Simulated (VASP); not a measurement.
The system is Si3C.

```
Si C
1.0
     6.58558    0.00000    0.00000
    -3.29279    5.70328    0.00000
     0.00000    0.00000    2.70448
Si C
6 2
Direct
  0.39673 0.19836 0.75000
  0.80164 0.19836 0.75000
  0.80164 0.60327 0.75000
  0.60327 0.80164 0.25000
  0.19836 0.80164 0.25000
  0.19836 0.39673 0.25000
  0.66667 0.33333 0.25000
  0.33333 0.66667 0.75000
```

```yaml
Program: VASP 6.6.1
Task: relaxation of cell and atoms
Functional: PBE
Potentials_or_basis: VASP PAW PBE potentials, release 64 (Si, C)
Cutoff: 600 eV
k_mesh: 9 × 9 × 14
Occupations: gaussian, width 0.1 eV
Spin: no spin polarisation
```

At the start: pressure 1.3 GPa; volume 12.70 Å³/atom.

**Question.** How do energy, volume and symmetry change on relaxing?

**Answer.** Over 9 steps the energy falls by 14.3 meV/atom and the volume is 12.65 Å³/atom (-0.4 %); space group P6_3/mmc (No. 194, to 0.05 Å).

The path:
```tsv
step	energy change (eV)	largest force (eV/Å)	pressure (GPa)	volume (Å³)
1	0.0000	0.1816	1.34	101.58
2	-0.0746	0.2119	-1.68	103.06
3	-0.0992	0.2140	-0.77	102.57
4	-0.0993	0.2138	-0.80	102.59
5	-0.1115	0.1027	-0.34	101.79
6	-0.1145	0.0134	0.05	101.18
7	-0.1145	0.0084	0.08	101.15
8	-0.1146	0.0140	-0.04	101.24
9	-0.1146	0.0034	0.01	101.20
```

Final structure:
```xyz
8
Lattice="6.4972 0.0000 0.0000 -3.2486 5.6267 0.0000 0.0000 0.0000 2.7681" Properties=species:S:1:pos:R:3 pbc="T T T"
Si    1.9121    1.1039    2.0761
Si    4.5851    1.1039    2.0761
Si    3.2486    3.4188    2.0761
Si    1.3365    4.5228    0.6920
Si   -1.3365    4.5228    0.6920
Si    0.0000    2.2079    0.6920
C     3.2486    1.8756    0.6920
C     0.0000    3.7511    2.0761
```
